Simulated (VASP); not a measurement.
Here is a VASP 6.6.1 calculation.

INCAR

```
SYSTEM = HgTe
PREC     = Accurate       ! precision mode
ENCUT    = 520            ! plane-wave cutoff, eV
EDIFF    = 1E-8           ! SCF threshold, eV
ISMEAR   = -1             ! smearing method
SIGMA    = 0.02           ! smearing width, eV
LREAL    = .FALSE.        ! projectors in reciprocal space
LASPH    = .TRUE.         ! aspherical terms in the spheres
NELM     = 100            ! most SCF steps
ALGO     = Normal         ! electronic algorithm
ISIF     = 2              ! what is computed and relaxed
LWAVE    = .FALSE.        ! write WAVECAR
LCHARG   = .FALSE.        ! write CHGCAR
GGA      = PE             ! functional
LEFG     = .TRUE.       
NBANDS   = 16             ! bands
```

Contents of KPOINTS:

```
regular mesh
0
G
  12 12 12
  0 0 0
```

Contents of POSCAR:

```
HgTe
1.0
    0.0000000000      3.2235000000      3.2235000000
    3.2235000000      0.0000000000      3.2235000000
    3.2235000000      3.2235000000      0.0000000000
Hg Te
1 1
Direct
    0.0000000000      0.0000000000      0.0000000000
    0.2500000000      0.2500000000      0.2500000000
```

Potentials or basis: VASP PAW PBE potentials, release 64 (Hg, Te).

Run with:

```sh
$ cat potpaw_PBE.64/Hg/POTCAR potpaw_PBE.64/Te/POTCAR > POTCAR
$ mpirun -np 1 vasp_std > vasp.out
```

Problem. Estimate the pressure.

Solution. 4.1 GPa.

Problem. Predict the band gap on the k mesh.

Solution. Zero (filled and empty bands touch).

Caveat: the cell stands under pressure; semilocal functionals underestimate gaps, so a narrow gap can read as zero; spin-orbit coupling is left out, which moves the levels of the heavy elements.
